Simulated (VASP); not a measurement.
Runs of VASP 6.6.1 on LiBr. The structure is that of space group Fm-3m (No. 225), or close to it. The cells are those of the table. 

| cell | gap on the mesh (eV) | pressure (GPa) |
| --- | --- | --- |
| a = 3.948 Å, angles 60.0°, 2 atoms | (b) | -1.0 |
| a = 3.871 Å, angles 60.0°, 2 atoms | 5.00 | 0.5 |
| a = 3.844 Å, angles 60.0°, 2 atoms | (c) | 1.1 |
| a = 3.923 Å, angles 60.0°, 2 atoms | 4.83 | (a) |

Alike in all rows: task single point; level PBE; potentials or basis VASP PAW PBE potentials, release 64 (Li_sv, Br); no spin polarisation; k mesh 10 × 10 × 10; smearing gaussian 0.05 eV.

**Question.** Fill in the values left out.

**Answer.** (a) -0.5; (b) 4.75; (c) 5.10.

A k mesh can miss the band edges, and the runs leave out spin-orbit coupling on Br.
